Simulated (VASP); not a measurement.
# AlNi: single point with r2SCAN

Crystal: AlNi.

```
CELL_PARAMETERS angstrom
1.93869 -1.95319 0.00000
1.93869 1.95319 0.00000
0.00000 0.00000 3.09943
ATOMIC_POSITIONS crystal
Al 0.00000 0.00000 0.00000
Ni 0.50000 0.50000 0.50000
```

```
Program                : VASP 6.6.1
Task                   : single point
Functional             : r2SCAN
Potentials or basis    : VASP PAW PBE potentials, release 64 (Al, Ni)
Cutoff                 : 520 eV
k mesh                 : 8 × 8 × 7
Occupations            : fermi-dirac, width 0.15 eV
Spin                   : collinear spin, ferromagnetic start
Starting moments       : [0.0, 1.5] μB
Dipole correction      : no
Further INCAR settings : ALGO = Normal; EDIFF = 1e-06; NBANDS = 18
```

- Pressure: 0.7 GPa
- Net moment: 0.00 μB per cell
- Valence electrons inside the program's atomic spheres: Al 0.82; Ni 9.54

Stress tensor (GPa, compression positive):
```
 3.55  0.00  0.00
 0.00  1.91  0.00
 0.00  0.00 -3.34
```

Levels at points of the mesh, in eV from the Fermi level:
Spin up:
```
           k point  band 3  band 4  band 5  band 6  band 7  band 8  band 9  band 10
(0.00, 0.00, 0.00)   -3.41   -1.76   -1.74   -1.51    3.14    7.39    7.53     7.57
(0.50, 0.00, 0.00)   -2.92   -2.89   -2.24   -1.62   -0.39    8.18    8.29     9.95
(0.50, 0.50, 0.00)   -2.63   -2.58   -2.58   -2.50   -0.89    2.31    3.51    11.66
```
Spin down:
| k point | band 4 | band 5 | band 6 | band 7 | band 8 | band 9 |
| --- | --- | --- | --- | --- | --- | --- |
| (0.00, 0.00, 0.00) | -1.76 | -1.74 | -1.51 | 3.14 | 7.39 | 7.53 |
| (0.50, 0.00, 0.00) | -2.89 | -2.24 | -1.62 | -0.39 | 8.18 | 8.29 |
| (0.50, 0.50, 0.00) | -2.58 | -2.58 | -2.50 | -0.89 | 2.31 | 3.51 |

Wall time 97 s on 1 thread of Intel(R) Xeon(R) Platinum 8559C (Emerald Rapids) (shared host), peak memory 0.17 GiB.

Caveat: the starting moments collapsed, and a magnetic state may lie lower; the PAW data sets were made with another functional, which shifts forces and pressure a little.
